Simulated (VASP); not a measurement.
SiNi3, 8 atoms in the cell. The typed cell holds 8 atoms: a = 3.508 Å, b = 3.506 Å, c = 7.017 Å, α = 89.95°, β = 90.03°, γ = 90.02°. 

```yaml
Program: VASP 6.6.1
Task: single point
Functional: PBE
Potentials_or_basis: VASP PAW PBE potentials, release 64 (Si, Ni)
Cutoff: 520 eV
k_mesh: 6 × 6 × 4
Occupations: gaussian, width 0.2 eV
Spin: no spin polarisation
Dipole_correction: no
Further_INCAR_settings: ALGO = Fast; EDIFF = 1e-06; NBANDS = 44
```

Potentials or basis: VASP PAW PBE potentials, release 64 (Si, Ni).

Launch:

```sh
$ cat potpaw_PBE.64/Si/POTCAR potpaw_PBE.64/Ni/POTCAR > POTCAR
$ mpirun -np 1 vasp_std > vasp.out
```

Hardware: 1 thread of Intel Xeon 8259CL, on a shared host.

Question: Estimate the wall time of this run.

Answer: Wall time 11 min on 1 thread of Intel Xeon 8259CL, on a shared host, peak memory 0.35 GiB. Counts: scf iterations 19, k points 76.
